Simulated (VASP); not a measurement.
# P (Cmce) in VASP: a series of runs, part 2 of 2

VASP 6.6.1. The steps go on from the part before.

### Step 3. Single point, PBEsol+D4

This run uses another cell than the first one, of 16.20 Å³/atom.

Contents of INCAR:

```
SYSTEM = P
ALGO = Normal
EDIFF = 1E-7
ENCUT = 520
GGA = PS
ISIF = 2
ISMEAR = -1
IVDW = 13
LASPH = .True.
LCHARG = .True.
LELF = .True.
LREAL = .False.
LVHAR = .True.
LWAVE = .False.
NBANDS = 18
NELM = 100
PREC = Accurate
SIGMA = 0.05
```

Contents of KPOINTS:

```
k-points
0
Gamma
  8 8 6
  0 0 0
```

Contents of POSCAR:

```
P
1.0
    1.6711546181     -5.0095890759      0.0000000000
    1.6711546181      5.0095890759      0.0000000000
    0.0000000000      0.0000000000      3.8692913214
P
4
Direct
    0.8900531881      0.1099468119      0.5580123413
    0.1099468119      0.8900531881      0.4419876587
    0.6099468119      0.3900531881      0.0580123413
    0.3900531881      0.6099468119      0.9419876587
```

Potentials or basis: VASP PAW PBE potentials, release 64 (P).

Run with:

```
cat potpaw_PBE.64/P/POTCAR > POTCAR
mpirun -np 1 vasp_std > vasp.out
```

OUTCAR:

```text
SYSTEM = P
   EDIFF = 1E-7
   ENCUT = 520
   GGA = PS
   ISIF = 2
   ISMEAR = -1
   IVDW = 13
   LASPH = .True.
   LREAL = .False.
   NELM = 100
   PREC = Accurate

 ion  position               nearest neighbor table
   1  0.890  0.110  0.558-   4 2.24   4 2.24   2 2.25   4 2.91   4 2.91
   2  0.110  0.890  0.442-   3 2.24   3 2.24   1 2.25   3 2.91   3 2.91
   3  0.610  0.390  0.058-   2 2.24   2 2.24   4 2.25   2 2.91   2 2.91
   4  0.390  0.610  0.942-   1 2.24   1 2.24   3 2.25   1 2.91   1 2.91

  LATTYP: Found a base centered orthorhombic cell.
[... 709 lines left out ...]
  Direction    XX          YY          ZZ          XY          YZ          ZX
  --------------------------------------------------------------------------------------
  -------------------------------------------------------------------------------------
  Total       0.00995    -0.06752     0.00711     0.00000    -0.00000     0.00000
  in kB       0.24608    -1.66974     0.17574     0.00000    -0.00000     0.00000
  external pressure =       -0.42 kB  Pullay stress =        0.00 kB

 VOLUME and BASIS-vectors are now :
 -----------------------------------------------------------------------------
  energy-cutoff  :      520.00
  volume of cell :       64.79
      direct lattice vectors                 reciprocal lattice vectors
     1.671154618 -5.009589076  0.000000000     0.299194338 -0.099808586  0.000000000
     1.671154618  5.009589076  0.000000000     0.299194338  0.099808586  0.000000000
     0.000000000  0.000000000  3.869291321     0.000000000  0.000000000  0.258445260

 POSITION                                       TOTAL-FORCE (eV/Angst)
 -----------------------------------------------------------------------------------
      1.67115     -3.90801      2.15911         0.000000     -0.026443      0.029592
      1.67115      3.90801      1.71018         0.000000      0.026443     -0.029592
      1.67115     -1.10158      0.22447         0.000000      0.026443      0.029592
      1.67115      1.10158      3.64482         0.000000     -0.026443     -0.029592
 -----------------------------------------------------------------------------------
    total drift:                                0.000000      0.000000     -0.000000

  FREE ENERGIE OF THE ION-ELECTRON SYSTEM (eV)
  ---------------------------------------------------
  free  energy   TOTEN  =       -24.0243031833 eV

  energy  without entropy=      -24.0199624480  energy(sigma->0) =      -24.02213282
```

stdout:

```text
POSCAR found type information on POSCAR P
 POSCAR found :  1 types and       4 ions
 scaLAPACK will be used
 -----------------------------------------------------------------------------
|                                                                             |
|                                                                             |
|     You enforced a specific xc type in the INCAR file but a different       |
|     I HOPE YOU KNOW WHAT YOU ARE DOING!                                     |
|                                                                             |
 -----------------------------------------------------------------------------

 LDA part: xc-table for (Slater+PW92), standard interpolation
 POSCAR, INCAR and KPOINTS ok, starting setup
 FFT: planning ... GRIDC
 FFT: planning ... GRID_SOFT
 FFT: planning ... GRID
 WAVECAR not read
 entering main loop
```

It took 42 s on 1 thread of Intel Xeon 6975P-C (Granite Rapids), shared host; peak memory 0.23 GiB.

Results:

```yaml
Free_energy: -24.0243 eV
Pressure: 0.0 GPa
Largest_force: 0.040 eV/Å
Band_gap_on_the_k_mesh: zero (bands 10 and 11 overlap by 0.58 eV)
Dispersion_energy_per_atom: -0.257 eV
```

Forces on the atoms (eV/Å):
```
P    0.000 -0.026  0.030
P    0.000  0.026 -0.030
P    0.000  0.026  0.030
P    0.000 -0.026 -0.030
```

Stress tensor (GPa, compression positive):
```
 0.02  0.00  0.00
 0.00 -0.17  0.00
 0.00  0.00  0.02
```

Caveat: the PAW data sets were made with another functional, which shifts forces and pressure a little.

### Step 4. Single point, PBEsol

This run uses another cell than the first one, of 17.87 Å³/atom.

Contents of INCAR:

```
SYSTEM = P
PREC = Accurate
ENCUT = 520
EDIFF = 1E-6
ISMEAR = -1
SIGMA = 0.05
LREAL = .FALSE.
LASPH = .TRUE.
NELM = 60
ALGO = Normal
ISIF = 2
LWAVE = .FALSE.
LCHARG = .TRUE.
GGA = PS
LELF = .TRUE.
LVHAR = .TRUE.
NBANDS = 18
```

Contents of KPOINTS:

```
regular mesh
0
G
  8 8 6
  0 0 0
```

Contents of POSCAR:

```
P
1.0
    1.6578745560     -5.1361978921      0.0000000000
    1.6578745560      5.1361978921      0.0000000000
    0.0000000000      0.0000000000      4.1978621592
P
4
Direct
    0.8945246094      0.1054753906      0.5727550995
    0.1054753906      0.8945246094      0.4272449005
    0.6054753906      0.3945246094      0.0727550995
    0.3945246094      0.6054753906      0.9272449005
```

Run with:

```
cat potpaw_PBE.64/P/POTCAR > POTCAR
mpirun -np 1 vasp_std > vasp.out
```

Run time: 39 s. Hardware: 1 thread of Intel Xeon 6975P-C (Granite Rapids), shared host; peak memory 0.24 GiB.

It converged, with:

```yaml
Free_energy: -23.0482 eV
Pressure: -0.1 GPa
Largest_force: 0.031 eV/Å
Band_gap_on_the_k_mesh: zero (bands 10 and 11 overlap by 0.28 eV)
```

Forces in eV/Å, atoms in the order of the input:
```
P    0.000 -0.022  0.022
P    0.000  0.022 -0.022
P    0.000  0.022  0.022
P    0.000 -0.022 -0.022
```

Stress tensor (GPa, compression positive):
```
-0.04  0.00  0.00
 0.00 -0.17  0.00
 0.00  0.00 -0.08
```

Levels at points of the mesh, in eV from the Fermi level:
```csv
k point,band 7,band 8,band 9,band 10,band 11,band 12,band 13,band 14
"(0.00, 0.00, 0.00)",-4.01,-2.89,-2.57,-1.36,0.95,1.21,1.92,3.41
"(0.50, 0.00, 0.00)",-3.23,-3.23,-2.66,-2.66,0.78,0.78,1.02,1.02
"(0.50, 0.50, 0.00)",-4.28,-2.11,-1.82,-0.40,0.50,0.62,2.46,3.14
"(0.00, 0.00, 0.50)",-3.03,-3.03,-0.90,-0.90,1.49,1.49,2.30,2.30
"(0.50, 0.00, 0.50)",-5.73,-5.73,-2.08,-2.08,1.57,1.57,4.62,4.62
"(0.50, 0.50, 0.50)",-2.45,-2.45,-1.28,-1.28,1.32,1.32,2.68,2.68
```

Caveat: the PAW data sets were made with another functional, which shifts forces and pressure a little.

### Step 5. Summary

| level | cell | gap on the mesh (eV) | pressure (GPa) | largest force (eV/Å) |
| --- | --- | --- | --- | --- |
| PBEsol+D3(BJ) | a = 5.254, b = 5.254, c = 3.837 Å, angles 90.0, 90.0, 142.9°, 4 atoms, atomic positions A | none | -0.6 | 0.04 |
| PBEsol+D4 | a = 5.281, b = 5.281, c = 3.869 Å, angles 90.0, 90.0, 143.1°, 4 atoms, atomic positions B | none | 0.0 | 0.04 |
| PBEsol | a = 5.397, b = 5.397, c = 4.198 Å, angles 90.0, 90.0, 144.2°, 4 atoms, atomic positions C | none | -0.1 | 0.03 |

Alike in all rows: task single point; potentials or basis VASP PAW PBE potentials, release 64 (P); no spin polarisation; k mesh 8 × 8 × 6; cutoff (eV) 520; smearing fermi-dirac 0.05 eV.

Caveats: the PAW data sets were made with another functional, which shifts forces and pressure a little; three body term missing (at least some runs).

Absolute energies hang on the potentials; compare differences alone.
